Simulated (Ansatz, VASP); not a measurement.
**Pd in VASP and in Ansatz**

```
Pd
1.0
     0.00000    1.92012    1.92012
     1.92012    0.00000    1.92012
     1.92012    1.92012    0.00000
Pd
1
Direct
  0.00000 0.00000 0.00000
```

Alike in both runs: functional LDA; k mesh 19 × 19 × 19; occupations fermi-dirac, width 0.05 eV; no spin polarisation.

Ansatz relaxed the structure, and its values are those at the end. VASP's run is a single point on that final structure, the one shown.

|  | VASP | Ansatz |
| --- | --- | --- |
| version | VASP 6.6.1 | Ansatz 0.2.0 |
| potentials or method | VASP PAW LDA potentials, release 64 (Pd) | PAW with Ansatz's default frozen-core files, scalar-relativistic |
| plane-wave cutoff (eV) | 500 | 420 |
| valence electrons in the cell | 10 | 18 |

|  | VASP | Ansatz | Ansatz less VASP |
| --- | --- | --- | --- |
| pressure (GPa) | 0.3 | 0.0 | -0.34 |

LDA's correlation is that of Perdew and Zunger in VASP and of Perdew and Wang (1992) in Ansatz. VASP's potentials hold 10 valence electrons a cell and Ansatz's 18, so a difference there can come from the potentials and not from the codes.
